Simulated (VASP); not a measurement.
# C64F (a cell with a defect) in VASP: single point with PBEsol

Aim: the single point of C64F (a cell with a defect) with PBEsol.

Everything below comes from runs of VASP 6.6.1. Logs are shortened: lines on timing, memory, paths and dates and some standing lists are left out, and cuts for length are marked.

## (1) The cell of the first run

The cell holds a defect, 65 atoms: a = 7.108 Å, b = 7.108 Å, c = 7.108 Å, α = 90.00°, β = 90.00°, γ = 90.00°.

## (2) Single point, PBEsol

Input file INCAR:

```
SYSTEM = C64F
PREC = Accurate
ENCUT = 520
EDIFF = 1E-6
ISMEAR = -1
SIGMA = 0.05
LREAL = Auto
LASPH = .True.
NELM = 100
ALGO = Normal
ISIF = 2
LWAVE = .False.
LCHARG = .False.
GGA = PS
NBANDS = 170
NELECT = 264.0
ISYM = 0
```

Input file KPOINTS:

```
Automatic mesh
0
Gamma
  1 1 1
  0.25 0.25 0.25
```

Input file POSCAR:

```
C64F
1.0
    7.1076060000      0.0000000000      0.0000000000
    0.0000000000      7.1076060000      0.0000000000
    0.0000000000      0.0000000000      7.1076060000
C F
64 1
Direct
    0.0006390000      0.0007410000      0.0004220000
    0.9987980000      0.9989120000      0.5007530000
    0.9987860000      0.5010840000      0.9985710000
    0.9957620000      0.5010300000      0.5006910000
    0.5009780000      0.9988990000      0.9985740000
    0.5009240000      0.9958840000      0.5006930000
    0.5009190000      0.5010350000      0.9955510000
    0.5088230000      0.5089560000      0.5086100000
    0.1263000000      0.1264190000      0.1260870000
    0.1198330000      0.1199620000      0.6315010000
    0.1198390000      0.6318380000      0.1196310000
    0.1256770000      0.6249870000      0.6246520000
    0.6317390000      0.1199500000      0.1196150000
    0.6248760000      0.1258030000      0.6246480000
    0.6248800000      0.6249790000      0.1254740000
    0.6299390000      0.6300600000      0.6297170000
    0.2498070000      0.2499170000      0.9964440000
    0.2400570000      0.2402040000      0.5111370000
    0.2496860000      0.7520040000      0.9984620000
    0.2494420000      0.7541400000      0.5004850000
    0.7518980000      0.2497930000      0.9984530000
    0.7540390000      0.2495620000      0.5004770000
    0.7499260000      0.7500290000      0.0000930000
    0.7512230000      0.7513290000      0.5003530000
    0.3759170000      0.3760240000      0.1084900000
    0.3750780000      0.3752100000      0.6411670000
    0.3755590000      0.8757430000      0.1233380000
    0.3752670000      0.8753550000      0.6271410000
    0.8756340000      0.3756720000      0.1233330000
    0.8752440000      0.3753780000      0.6271410000
    0.8755570000      0.8756650000      0.1258060000
    0.8752010000      0.8753020000      0.6246940000
    0.2498070000      0.9967760000      0.2495990000
    0.2496850000      0.9987920000      0.7516580000
    0.2400900000      0.5114360000      0.2398710000
    0.2494450000      0.5008170000      0.7538110000
    0.7518930000      0.9987850000      0.2494750000
    0.7499320000      0.0004100000      0.7497000000
    0.7540390000      0.5008130000      0.2492440000
    0.7512210000      0.5006850000      0.7509870000
    0.3759090000      0.1087640000      0.3756920000
    0.3755600000      0.1236580000      0.8754050000
    0.3750880000      0.6414690000      0.3748800000
    0.3752640000      0.6274850000      0.8750130000
    0.8756390000      0.1236560000      0.3753380000
    0.8755650000      0.1261300000      0.8753320000
    0.8752360000      0.6274810000      0.3750490000
    0.8751870000      0.6250360000      0.8749680000
    0.9966650000      0.2499220000      0.2495990000
    0.9986760000      0.2497950000      0.7516620000
    0.9986700000      0.7520020000      0.2494780000
    0.0003070000      0.7500320000      0.7497030000
    0.5113500000      0.2402000000      0.2398290000
    0.5007080000      0.2495680000      0.7538030000
    0.5007080000      0.7541340000      0.2492380000
    0.5005760000      0.7513310000      0.7509980000
    0.1086940000      0.3760320000      0.3756960000
    0.1235400000      0.3756660000      0.8754070000
    0.1235440000      0.8757500000      0.3753390000
    0.1260220000      0.8756680000      0.8753330000
    0.6414080000      0.3752030000      0.3748680000
    0.6273740000      0.3753820000      0.8750150000
    0.6273730000      0.8753500000      0.3750510000
    0.6249290000      0.8753010000      0.8749690000
    0.3727470000      0.3726710000      0.3725560000
```

Potentials or basis: VASP PAW PBE potentials, release 64 (C, F).

Started as:

```bash
$ cat potpaw_PBE.64/C/POTCAR potpaw_PBE.64/F/POTCAR > POTCAR
$ mpirun -np 1 vasp_std > vasp.out
```

OUTCAR:

```text
SYSTEM = C64F
   PREC = Accurate
   ENCUT = 520
   EDIFF = 1E-6
   ISMEAR = -1
   LREAL = Auto
   LASPH = .True.
   NELM = 100
   ISIF = 2
   GGA = PS
   NELECT = 264.0
   ISYM = 0

 ion  position               nearest neighbor table
   1  0.001  0.001  0.000-  31 1.54  60 1.54  46 1.54   9 1.55
   2  0.999  0.999  0.501-  32 1.52  10 1.53  45 1.53  59 1.53
   3  0.999  0.501  0.999-  48 1.52  11 1.53  29 1.53  58 1.53
   4  0.996  0.501  0.501-  57 1.49  47 1.53  30 1.53  12 1.55
   5  0.501  0.999  0.999-  64 1.52  13 1.53  27 1.53  42 1.53
   6  0.501  0.996  0.501-  41 1.49  63 1.53  28 1.53  14 1.55
   7  0.501  0.501  0.996-  25 1.49  44 1.53  62 1.53  15 1.55
   8  0.509  0.509  0.509-  16 1.49  43 1.64  26 1.64  61 1.64  65 1.68
   9  0.126  0.126  0.126-  17 1.55  49 1.55  33 1.55   1 1.55
  10  0.120  0.120  0.632-  18 1.48  50 1.52  34 1.52   2 1.53
  11  0.120  0.632  0.120-  35 1.48  51 1.52  19 1.52   3 1.53
  12  0.126  0.625  0.625-  52 1.54  20 1.55  36 1.55   4 1.55
  13  0.632  0.120  0.120-  53 1.48  21 1.52  37 1.52   5 1.53
  14  0.625  0.126  0.625-  38 1.54  54 1.55  22 1.55   6 1.55
  15  0.625  0.625  0.125-  23 1.54  55 1.55  39 1.55   7 1.55
  16  0.630  0.630  0.630-   8 1.49  56 1.53  24 1.53  40 1.53
  17  0.250  0.250  0.996-  25 1.50  42 1.53  58 1.53   9 1.55
[... 32 lines left out ...]
  50  0.999  0.250  0.752-  46 1.52  10 1.52  30 1.53  58 1.54
  51  0.999  0.752  0.249-  31 1.52  11 1.52  47 1.53  59 1.54
  52  0.000  0.750  0.750-  48 1.54  32 1.54  12 1.54  60 1.55
  53  0.511  0.240  0.240-  13 1.48  61 1.64  25 1.65  41 1.65  65 1.66
  54  0.501  0.250  0.754-  26 1.50  42 1.53  62 1.53  14 1.55
  55  0.501  0.754  0.249-  43 1.50  27 1.53  63 1.53  15 1.55
  56  0.501  0.751  0.751-  16 1.53  64 1.53  44 1.53  28 1.53
  57  0.109  0.376  0.376-   4 1.49  49 1.50  35 1.65  18 1.65  65 1.88
  58  0.124  0.376  0.875-  36 1.53  17 1.53   3 1.53  50 1.54
  59  0.124  0.876  0.375-  20 1.53  33 1.53   2 1.53  51 1.54
  60  0.126  0.876  0.875-  19 1.52  34 1.52   1 1.54  52 1.55
  61  0.641  0.375  0.375-  39 1.50  22 1.50   8 1.64  53 1.64  65 1.91
  62  0.627  0.375  0.875-   7 1.53  40 1.53  21 1.53  54 1.53
  63  0.627  0.875  0.375-   6 1.53  24 1.53  37 1.53  55 1.53
  64  0.625  0.875  0.875-   5 1.52  56 1.53  38 1.54  23 1.54
  65  0.373  0.373  0.373-  18 1.66  53 1.66  35 1.66   8 1.68  41 1.88  57 1.88  25 1.88  26 1.91
                            61 1.91  43 1.91

IMPORTANT INFORMATION: All symmetrisations will be switched off!
NOSYMM: (Re-)initialisation of all symmetry stuff for point group C_1.

----------------------------------------------------------------------------------------

                                     Primitive cell

  volume of cell :     359.0625

  direct lattice vectors                    reciprocal lattice vectors
     7.107606000  0.000000000  0.000000000     0.140694349  0.000000000  0.000000000
     0.000000000  7.107606000  0.000000000     0.000000000  0.140694349  0.000000000
[... 203 lines left out ...]
   EMIN   =  10.00;   EMAX   =-10.00  energy-range for DOS
   EFERMI =   0.00;   METHOD = LEGACY
   ISMEAR =    -1;   SIGMA  =   0.05  broadening in eV -4-tet -1-fermi 0-gaus
   EFERMI_NEDOS =   21; number of points for ismear=-14 and -15
   IALGO  =     38    algorithm
   IMIX   =      4    mixing-type and parameters
     AMIX     =   0.40;   BMIX     =  1.00
     AMIX_MAG =   1.60;   BMIX_MAG =  1.00
  volume/ion in A,a.u.               =       5.52        37.28
  Fermi-wavevector in a.u.,A,eV,Ry     =   1.477586  2.792233 29.705065  2.183261
  Thomas-Fermi vector in A             =   2.591972
   LORBIT       =      0    0 simple, 1 ext, 2 COOP (PROOUT), +10 PAW based schemes
   GGA     = PS    functional components
   LHFCALC =     F    Hartree Fock is set to
   AEXX    =    0.0000 exact exchange contribution
   IVDW    =     0    specifies the selected vdW correction
   LEPSILON=     F    determine dielectric tensor
   LRPA    =     F    only Hartree local field effects (RPA)
 non-spin polarized calculation
  energy-cutoff  :      520.00
  volume of cell :      359.06
 maximum number of plane-waves:      9651
 NGX is ok and might be reduce to    54
   NGX = 27   NGY = 27   NGZ = 27

 number of electron     264.0000003 magnetization

 Free energy of the ion-electron system (eV)
  ---------------------------------------------------
  ext. energy  EPLUGINS =         0.00000000
  ---------------------------------------------------
  free energy    TOTEN  =      -590.97447875 eV

  energy without entropy =     -590.97447875  energy(sigma->0) =     -590.97447875

 E-fermi :  12.0470     XC(G=0): -13.5958

 val. band max:       10.8169031488   @ k =   0.2500  -0.2500   0.2500
 cond. band min:      14.6969211248   @ k =   0.2500   0.2500   0.2500
 fundamental gap:      3.8800179760
 Fermi energy:        12.0469934550

 k-point     1 :       0.2500    0.2500    0.2500
  band No.  band energies     occupation
      1     -15.9521      2.00000
      2     -11.2792      2.00000
      3     -10.2575      2.00000
      4     -10.2573      2.00000
      5      -9.8764      2.00000
      6      -9.1198      2.00000
[... 577 lines left out ...]
    143      16.3893      0.00000
    144      16.5477      0.00000
 [bands above 144 left out]

------------------------ aborting loop because EDIFF is reached ----------------------------------------

  FORCE on cell =-STRESS in cart. coord.  units (eV):
  Direction    XX          YY          ZZ          XY          YZ          ZX
  --------------------------------------------------------------------------------------
  -------------------------------------------------------------------------------------
  Total       51.8466614     51.8468196     51.8748419     -1.1273696     -1.1350327     -1.1816234
  in kB      231.3456525    231.3463584    231.4713969     -5.0304504     -5.0646440     -5.2725367
  external PRESSURE =     231.3878026 kB  Pullay stress =       0.0000000 kB

 VOLUME and BASIS-vectors are now :
 -----------------------------------------------------------------------------
  energy-cutoff  :      520.00
  volume of cell :      359.06
      direct lattice vectors                 reciprocal lattice vectors
     7.107606000  0.000000000  0.000000000     0.140694349  0.000000000  0.000000000
     0.000000000  7.107606000  0.000000000     0.000000000  0.140694349  0.000000000
     0.000000000  0.000000000  7.107606000     0.000000000  0.000000000  0.140694349

 POSITION                                       TOTAL-FORCE (eV/Angst)
 -----------------------------------------------------------------------------------
      0.00454      0.00527      0.00300         0.059669      0.062515      0.058633
      7.09906      7.09987      3.55916         0.076748      0.074244      0.070979
      7.09898      3.56151      7.09745         0.074801      0.071711      0.076778
      7.07748      3.56112      3.55871         0.077416      0.064343      0.060469
      3.56075      7.09978      7.09747         0.072464      0.073612      0.076133
      3.56037      7.07835      3.55873         0.060164      0.074540      0.059954
[... 57 lines left out ...]
      4.44175      6.22129      6.21893        -0.076337     -0.063358     -0.055350
      2.64934      2.64880      2.64798         0.151140      0.166942      0.143274
 -----------------------------------------------------------------------------------
    total drift:                                0.005404      0.011767      0.032390

  FREE ENERGIE OF THE ION-ELECTRON SYSTEM (eV)
  ---------------------------------------------------
  free  energy   TOTEN  =      -590.9744787476 eV

  energy  without entropy=     -590.9744787475  energy(sigma->0) =     -590.97447875
```

It took 6.6 min on 1 thread of Intel Xeon Platinum 8259CL at 2.50GHz (Skylake/Cascade Lake), shared host; peak memory 0.45 GiB.

What came out:

```
Free energy   : -590.9745 eV
Largest force : 0.267 eV/Å
```

Forces in eV/Å, atoms in the order of the input:
```
C    0.060  0.063  0.059
C    0.077  0.074  0.071
C    0.075  0.072  0.077
C    0.077  0.064  0.060
C    0.072  0.074  0.076
C    0.060  0.075  0.060
C    0.062  0.061  0.075
C    0.112  0.112  0.107
C   -0.068 -0.074 -0.070
C   -0.074 -0.076 -0.093
C   -0.069 -0.099 -0.073
C   -0.048 -0.059 -0.057
C   -0.098 -0.071 -0.076
C   -0.057 -0.050 -0.058
C   -0.059 -0.057 -0.046
C   -0.013 -0.014 -0.012
C    0.077  0.079  0.014
C    0.070  0.068 -0.051
C    0.061  0.067  0.076
C    0.059  0.051  0.103
C    0.068  0.061  0.077
C    0.052  0.057  0.105
C    0.070  0.073  0.076
C    0.075  0.076  0.034
C   -0.073 -0.072 -0.153
C   -0.028 -0.031 -0.164
C   -0.074 -0.065 -0.071
C   -0.039 -0.072 -0.071
C   -0.066 -0.075 -0.070
C   -0.070 -0.042 -0.071
C   -0.075 -0.075 -0.089
C   -0.056 -0.060 -0.074
C    0.077  0.011  0.073
C    0.057  0.079  0.069
C    0.071 -0.050  0.069
C    0.054  0.106  0.053
C    0.065  0.080  0.055
C    0.070  0.074  0.071
C    0.052  0.108  0.049
C    0.074  0.035  0.077
C   -0.074 -0.155 -0.073
C   -0.072 -0.072 -0.062
C   -0.029 -0.178 -0.031
C   -0.042 -0.070 -0.068
C   -0.065 -0.072 -0.071
C   -0.078 -0.086 -0.076
C   -0.071 -0.068 -0.041
C   -0.063 -0.078 -0.058
C    0.016  0.078  0.073
C    0.077  0.059  0.069
C    0.081  0.067  0.056
C    0.071  0.071  0.071
C   -0.049  0.068  0.070
C    0.103  0.055  0.053
C    0.105  0.050  0.054
C    0.033  0.076  0.075
C   -0.152 -0.076 -0.071
C   -0.070 -0.071 -0.061
C   -0.072 -0.064 -0.070
C   -0.085 -0.075 -0.075
C   -0.176 -0.027 -0.030
C   -0.071 -0.042 -0.070
C   -0.071 -0.071 -0.041
C   -0.076 -0.063 -0.055
F    0.151  0.167  0.143
```

Levels at points of the mesh, in eV from the Fermi level:
```tsv
k point	band 129	band 130	band 131	band 132	band 133	band 134	band 135	band 136
(0.25, 0.25, 0.25)	-2.79	-1.57	-1.26	-1.25	2.65	2.65	2.74	2.92
```

Caveat: the cell carries a net charge on a neutralising background, which shifts energy and pressure; the cell is charged against a uniform background, so pressure and absolute levels hang on convention; the PAW data sets were made with another functional, which shifts forces and pressure a little.
